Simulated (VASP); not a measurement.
# LiF (F-43m) in VASP: further runs

LiF is run at these levels: PBE, LDA, r2SCAN, HSE06; tasks: single point.

All numbers are computed with VASP 6.6.1; they aren't measurements. Logs are shortened: lines on timing, memory, paths and dates and some standing lists are left out, and cuts for length are marked.

## (1) The cell of the first run

It takes space group F-43m (No. 216, cubic). Conventional cell: a = 4.289 Å, b = 4.289 Å, c = 4.289 Å, α = 90.00°, β = 90.00°, γ = 90.00°. Li (site symmetry -43m) has 4 F at 1.86 Å within 2.5 Å. F (site symmetry -43m) has 4 Li at 1.86 Å within 2.5 Å.

## (2) Single point, PBE

INCAR

```
SYSTEM = LiF
PREC     = Accurate       ! precision mode
ENCUT    = 520            ! plane-wave cutoff, eV
EDIFF    = 1E-7           ! SCF threshold, eV
ISMEAR   = 0              ! smearing method
SIGMA    = 0.01           ! smearing width, eV
LREAL    = .False.        ! projectors in reciprocal space
LASPH    = .True.         ! aspherical terms in the spheres
NELM     = 60             ! most SCF steps
ALGO     = Normal         ! electronic algorithm
ISIF     = 2              ! what is computed and relaxed
LWAVE    = .False.        ! write WAVECAR
LCHARG   = .False.        ! write CHGCAR
GGA      = PE             ! functional
NBANDS   = 12             ! bands
```

KPOINTS

```
regular mesh
0
Gamma
  6 6 6
  0 0 0
```

POSCAR

```
LiF
1.0
    0.0000000000      2.1446105472      2.1446105472
    2.1446105472      0.0000000000      2.1446105472
    2.1446105472      2.1446105472      0.0000000000
Li F
1 1
Direct
    0.0000000000      0.0000000000      0.0000000000
    0.2500000000      0.2500000000      0.2500000000
```

Potentials or basis: VASP PAW PBE potentials, release 64 (Li_sv, F).

Launch:

```
$ cat potpaw_PBE.64/Li_sv/POTCAR potpaw_PBE.64/F/POTCAR > POTCAR
$ mpirun -np 1 vasp_std > vasp.out
```

OUTCAR:

```text
SYSTEM = LiF
   PREC = Accurate
   ENCUT = 520
   EDIFF = 1E-7
   ISMEAR = 0
   LREAL = .False.
   LASPH = .True.
   NELM = 60
   ISIF = 2
   GGA = PE

 ion  position               nearest neighbor table
   1  0.000  0.000  0.000-   2 1.86   2 1.86   2 1.86   2 1.86
   2  0.250  0.250  0.250-   1 1.86   1 1.86   1 1.86   1 1.86

  LATTYP: Found a face centered cubic cell.
 ALAT       =     4.2892210944

  Lattice vectors:

 A1 = (   0.0000000000,   2.1446105472,   2.1446105472)
 A2 = (   2.1446105472,   0.0000000000,   2.1446105472)
 A3 = (   2.1446105472,   2.1446105472,   0.0000000000)

Analysis of symmetry for initial positions (statically):
=====================================================================
 Subroutine PRICEL returns:
 Original cell was already a primitive cell.

 Routine SETGRP: Setting up the symmetry group for a
 face centered cubic supercell.

 Subroutine GETGRP returns: Found 24 space group operations
 (whereof 24 operations were pure point group operations)
 out of a pool of 48 trial point group operations.

The static configuration has the point symmetry T_d .

Analysis of symmetry for dynamics (positions and initial velocities):
=====================================================================
 Subroutine PRICEL returns:
 Original cell was already a primitive cell.

 Routine SETGRP: Setting up the symmetry group for a
 face centered cubic supercell.

 Subroutine GETGRP returns: Found 24 space group operations
 (whereof 24 operations were pure point group operations)
 out of a pool of 48 trial point group operations.

The dynamic configuration has the point symmetry T_d .

 Subroutine INISYM returns: Found 24 space group operations
 (whereof 24 operations are pure point group operations),
 and found     1 'primitive' translations

----------------------------------------------------------------------------------------

                                     Primitive cell

  volume of cell :      19.7276

  direct lattice vectors                    reciprocal lattice vectors
     0.000000000  2.144610547  2.144610547    -0.233142563  0.233142563  0.233142563
     2.144610547  0.000000000  2.144610547     0.233142563 -0.233142563  0.233142563
     2.144610547  2.144610547  0.000000000     0.233142563  0.233142563 -0.233142563

  length of vectors
     3.032937322  3.032937322  3.032937322     0.403814765  0.403814765  0.403814765

  position of ions in fractional coordinates (direct lattice)
     0.000000000  0.000000000  0.000000000
     0.250000000  0.250000000  0.250000000

  ion indices of the primitive-cell ions
   primitive index   ion index
                 1           1
                 2           2

----------------------------------------------------------------------------------------

 KPOINTS: regular mesh

Automatic generation of k-mesh.
 Grid dimensions read from file:
 generate k-points for:    6    6    6

 Generating k-lattice:

  Cartesian coordinates                     Fractional coordinates (reciprocal lattice)
    -0.038857094  0.038857094  0.038857094     0.166666667  0.000000000  0.000000000
     0.038857094 -0.038857094  0.038857094     0.000000000  0.166666667  0.000000000
     0.038857094  0.038857094 -0.038857094     0.000000000  0.000000000  0.166666667

  Length of vectors
     0.067302461  0.067302461  0.067302461

  Shift w.r.t. Gamma in fractional coordinates (k-lattice)
     0.000000000  0.000000000  0.000000000

 Subroutine IBZKPT returns following result:
 ===========================================

 Found     16 irreducible k-points:

 Following reciprocal coordinates:
            Coordinates               Weight
  0.000000  0.000000  0.000000      1.000000
  0.166667  0.000000  0.000000      8.000000
  0.333333  0.000000  0.000000      8.000000
  0.500000  0.000000  0.000000      4.000000
  0.166667  0.166667  0.000000      6.000000
  0.333333  0.166667  0.000000     24.000000
[... 8 lines left out ...]
 -0.333333  0.333333  0.166667     24.000000
 -0.333333  0.500000  0.166667     12.000000
   k-points           NKPTS =     16   k-points in BZ     NKDIM =     16   number of bands    NBANDS=     12
   number of dos      NEDOS =    301   number of ions     NIONS =      2
   total plane-waves  NPLWV =  13824
   dimension x,y,z NGX =    24 NGY =   24 NGZ =   24
   dimension x,y,z NGXF=    48 NGYF=   48 NGZF=   48
   ions per type =               1   1
   NGX,Y,Z   is equivalent  to a cutoff of  13.16, 13.16, 13.16 a.u.
   NGXF,Y,Z  is equivalent  to a cutoff of  26.31, 26.31, 26.31 a.u.
 SYSTEM =  LiF
   PREC   = accura    normal or accurate (medium, high low for compatibility)
   ISTART =      0    job   : 0-new  1-cont  2-samecut
   ICHARG =      2    charge: 1-file 2-atom 10-const
   ISPIN  =      1    spin polarized calculation?
   LNONCOLLINEAR =      F non collinear calculations
   LSORBIT =      F    spin-orbit coupling
   LASPH  =      T    aspherical Exc in radial PAW
   ENCUT  =  520.0 eV  38.22 Ry    6.18 a.u.   5.64  5.64  5.64*2*pi/ulx,y,z
   NELM   =     60;   NELMIN=  2; NELMDL= -5     # of ELM steps
   EDIFF  = 0.1E-06   stopping-criterion for ELM
   LREAL  =      F    real-space projection
   EDIFFG = 0.1E-05   stopping-criterion for IOM
   NSW    =      0    number of steps for IOM
   IBRION =     -1    ionic relax: 0-MD 1-quasi-New 2-CG
   NFREE  =      0    steps in history (QN), initial steepest desc. (CG)
   ISIF   =      2    stress and relaxation
   ISYM   =      2    0-nonsym 1-usesym 2-fastsym
   POTIM  = 0.5000    time-step for ionic-motion
   TEBEG  =    0.0;   TEEND  =   0.0 temperature during run
   PSTRESS=    0.0 pullay stress
   NELECT =      10.0000    total number of electrons
   NUPDOWN=      -1.0000    fix difference up-down
   EMIN   =  10.00;   EMAX   =-10.00  energy-range for DOS
   EFERMI =   0.00;   METHOD = LEGACY
   ISMEAR =     0;   SIGMA  =   0.01  broadening in eV -4-tet -1-fermi 0-gaus
   EFERMI_NEDOS =   21; number of points for ismear=-14 and -15
   IALGO  =     38    algorithm
   IMIX   =      4    mixing-type and parameters
     AMIX     =   0.40;   BMIX     =  1.00
     AMIX_MAG =   1.60;   BMIX_MAG =  1.00
  volume/ion in A,a.u.               =       9.86        66.56
  Fermi-wavevector in a.u.,A,eV,Ry     =   1.305318  2.466694 23.182363  1.703856
  Thomas-Fermi vector in A             =   2.436195
   LORBIT       =      0    0 simple, 1 ext, 2 COOP (PROOUT), +10 PAW based schemes
   GGA     = PE    functional components
   LHFCALC =     F    Hartree Fock is set to
   AEXX    =    0.0000 exact exchange contribution
   IVDW    =     0    specifies the selected vdW correction
   LEPSILON=     F    determine dielectric tensor
   LRPA    =     F    only Hartree local field effects (RPA)
 non-spin polarized calculation
 Gauss-broadening in eV      SIGMA  =   0.01
  energy-cutoff  :      520.00
  volume of cell :       19.73
 maximum number of plane-waves:       544
 NGX is ok and might be reduce to    24
   NGX = 11   NGY = 11   NGZ = 11

 number of electron      10.0000000 magnetization

 number of electron       9.9999987 magnetization

 Free energy of the ion-electron system (eV)
  ---------------------------------------------------
  ext. energy  EPLUGINS =         0.00000000
  ---------------------------------------------------
  free energy    TOTEN  =        -9.61752376 eV

  energy without entropy =       -9.61752376  energy(sigma->0) =       -9.61752376

 E-fermi :  -2.4730     XC(G=0):  -8.8653

 val. band max:       -2.5292835925   @ k =   0.0000   0.0000   0.0000
 cond. band min:       5.3887475772   @ k =   0.0000   0.0000   0.0000
 fundamental gap:      7.9180311697
 Fermi energy:        -2.4729860230

 k-point     1 :       0.0000    0.0000    0.0000
  band No.  band energies     occupation
      1     -42.8660      2.00000
      2     -21.8695      2.00000
      3      -2.5293      2.00000
      4      -2.5293      2.00000
      5      -2.5293      2.00000
      6       5.3887      0.00000
      7      16.9641      0.00000
      8      16.9641      0.00000
      9      16.9642      0.00000
     10      25.6206      0.00000
     11      25.6206      0.00000
     12      25.6206      0.00000

 k-point     2 :       0.1667    0.0000    0.0000
  band No.  band energies     occupation
      1     -42.8565      2.00000
      2     -21.8255      2.00000
      3      -3.0929      2.00000
      4      -2.5969      2.00000
      5      -2.5969      2.00000
      6       6.1449      0.00000
      7      16.2527      0.00000
      8      17.0752      0.00000
      9      17.0753      0.00000
     10      23.6395      0.00000
     11      23.6395      0.00000
     12      23.8401      0.00000

 k-point     3 :       0.3333    0.0000    0.0000
  band No.  band energies     occupation
      1     -42.8373      2.00000
      2     -21.7329      2.00000
      3      -4.0822      2.00000
      4      -2.7270      2.00000
      5      -2.7270      2.00000
      6       7.9530      0.00000
      7      14.1075      0.00000
      8      16.8686      0.00000
      9      16.8687      0.00000
     10      23.4904      0.00000
     11      23.4904      0.00000
     12      23.8802      0.00000

 k-point     4 :       0.5000    0.0000    0.0000
  band No.  band energies     occupation
      1     -42.8278      2.00000
      2     -21.6852      2.00000
      3      -4.5295      2.00000
      4      -2.7898      2.00000
      5      -2.7898      2.00000
      6       9.4346      0.00000
      7      12.4491      0.00000
      8      16.6051      0.00000
      9      16.6052      0.00000
     10      23.8235      0.00000
     11      24.1325      0.00000
     12      24.1325      0.00000

 k-point     5 :       0.1667    0.1667    0.0000
  band No.  band energies     occupation
      1     -42.8533      2.00000
      2     -21.8110      2.00000
      3      -3.0136      2.00000
      4      -2.7381      2.00000
      5      -2.7381      2.00000
      6       6.3004      0.00000
      7      16.8024      0.00000
      8      16.8024      0.00000
      9      17.3042      0.00000
     10      19.2792      0.00000
     11      27.8004      0.00000
     12      27.8168      0.00000
[... 108 lines left out ...]
      1     -42.8153      2.00000
      2     -21.6311      2.00000
      3      -3.9378      2.00000
      4      -3.3345      2.00000
      5      -3.3345      2.00000
      6       8.0709      0.00000
      7      13.4515      0.00000
      8      17.0004      0.00000
      9      17.0004      0.00000
     10      19.1437      0.00000
     11      24.1832      0.00000
     12      32.1443      0.00000

 k-point    14 :       0.5000    0.3333    0.1667
  band No.  band energies     occupation
      1     -42.8247      2.00000
      2     -21.6737      2.00000
      3      -4.0244      2.00000
      4      -3.2496      2.00000
      5      -2.9789      2.00000
      6       8.7147      0.00000
      7      13.2675      0.00000
      8      16.0719      0.00000
      9      17.4953      0.00000
     10      19.8150      0.00000
     11      25.7353      0.00000
     12      27.2302      0.00000

 k-point    15 :      -0.3333    0.3333    0.1667
  band No.  band energies     occupation
      1     -42.8183      2.00000
      2     -21.6412      2.00000
      3      -4.1714      2.00000
      4      -3.3471      2.00000
      5      -3.1142      2.00000
      6       9.7548      0.00000
      7      12.2091      0.00000
      8      15.5125      0.00000
      9      17.4785      0.00000
     10      20.5221      0.00000
     11      25.4737      0.00000
     12      27.7736      0.00000

 k-point    16 :      -0.3333    0.5000    0.1667
  band No.  band energies     occupation
      1     -42.8152      2.00000
      2     -21.6276      2.00000
      3      -3.9784      2.00000
      4      -3.4617      2.00000
      5      -3.3067      2.00000
      6       9.1163      0.00000
      7      13.1568      0.00000
      8      14.9850      0.00000
      9      17.5935      0.00000
     10      19.9992      0.00000
     11      26.3990      0.00000
     12      27.6536      0.00000

------------------------ aborting loop because EDIFF is reached ----------------------------------------

  FORCE on cell =-STRESS in cart. coord.  units (eV):
  Direction    XX          YY          ZZ          XY          YZ          ZX
  --------------------------------------------------------------------------------------
  -------------------------------------------------------------------------------------
  Total        0.3490312      0.3490312      0.3490312      0.0000000      0.0000000      0.0000000
  in kB       28.3465023     28.3465023     28.3465023      0.0000000      0.0000000      0.0000000
  external PRESSURE =      28.3465023 kB  Pullay stress =       0.0000000 kB

 VOLUME and BASIS-vectors are now :
 -----------------------------------------------------------------------------
  energy-cutoff  :      520.00
  volume of cell :       19.73
      direct lattice vectors                 reciprocal lattice vectors
     0.000000000  2.144610547  2.144610547    -0.233142563  0.233142563  0.233142563
     2.144610547  0.000000000  2.144610547     0.233142563 -0.233142563  0.233142563
     2.144610547  2.144610547  0.000000000     0.233142563  0.233142563 -0.233142563

 POSITION                                       TOTAL-FORCE (eV/Angst)
 -----------------------------------------------------------------------------------
      0.00000      0.00000      0.00000        -0.000000     -0.000000     -0.000000
      1.07231      1.07231      1.07231         0.000000      0.000000      0.000000
 -----------------------------------------------------------------------------------
    total drift:                               -0.000000     -0.000000     -0.000000

  FREE ENERGIE OF THE ION-ELECTRON SYSTEM (eV)
  ---------------------------------------------------
  free  energy   TOTEN  =        -9.6175237624 eV

  energy  without entropy=       -9.6175237624  energy(sigma->0) =       -9.61752376
```

Wall time 2.4 s (1 thread of Intel Xeon 6975P-C (Granite Rapids), shared host); peak memory 0.12 GiB.

What came out:

| Property | Result |
| --- | --- |
| Free energy | -9.6175 eV |
| Band gap on the k mesh | 7.92 eV |

Caveat: the k points lie up to 0.42 Å⁻¹ apart; the cutoff is under 1.25 times the usual one of these potentials, so pressure, stress and relaxed cells hold a basis-set (Pulay) error.

(Part 1 of 3 ends here.)
